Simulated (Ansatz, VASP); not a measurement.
# Two plane-wave programs on C

File INCAR:

```
SYSTEM = C
  PREC = Accurate
  ENCUT = 520
  EDIFF = 1E-6
  ISMEAR = 0
  SIGMA = 0.02
  LREAL = .False.
  LASPH = .True.
  NELM = 100
  ALGO = Normal
  ISIF = 2
  LWAVE = .False.
  LCHARG = .False.
  GGA = PS
  NBANDS = 11
```

The input KPOINTS:

```
regular mesh
0
Gamma
  18 18 18
  0 0 0
```

File POSCAR:

```
C
1.0
    1.2294551255      0.7098262476      3.5981014562
   -1.2294551255      0.7098262476      3.5981014562
    0.0000000000     -1.4196524953      3.5981014562
C
2
Direct
    0.1666396020      0.1666396020      0.1666396020
    0.8333603980      0.8333603980      0.8333603980
```

Input for Ansatz:

```yaml
crystal:
  lattice:
    - [1.2294551258, 0.7098262478, 3.598101462]
    - [-1.2294551258, 0.7098262478, 3.598101462]
    - [0.0, -1.4196524956, 3.598101462]
  atoms:
    - { symbol: C, position: [0.166639602, 0.166639602, 0.166639602] }
    - { symbol: C, position: [0.833360398, 0.833360398, 0.833360398] }
basis:
  ecutwfc: 420
kpoints:
  mp_grid: { grid: [18, 18, 18] }
  band_path: { path: [VBM, CBM], npoints: 2 }
hamiltonian:
  xc: pbesol
scf:
  occupations: { method: gaussian, width: 0.02 }
output:
  forces: true
  stress: true
  eigenvalues: true
```

Alike in both runs: task single point; functional PBEsol; k mesh 18 × 18 × 18; occupations gaussian, width 0.02 eV; no spin polarisation.

|  | VASP | Ansatz |
| --- | --- | --- |
| version | VASP 6.6.1 | Ansatz 0.2.0 |
| potentials or method | VASP PAW PBE potentials, release 64 (C), cutoff 520 eV | scalar-relativistic, plane waves, PAW |
| valence electrons in the cell | 8 | 8 |

VASP gave:

```
gap on the k mesh at the Fermi level (eV)                     : 0.44
least direct gap on the mesh (eV)                             : 0.44
pressure (GPa)                                                : 0.6
traceless stress, the component that is largest in VASP (GPa) : -0.68
```

Q: Which values does Ansatz return?

A: gap on the k mesh at the Fermi level (eV): 0.44; least direct gap on the mesh (eV): 0.44; pressure (GPa): 0.0; traceless stress, the component that is largest in VASP (GPa): 0.04.

VASP's potentials were made for PBE, not for PBEsol.
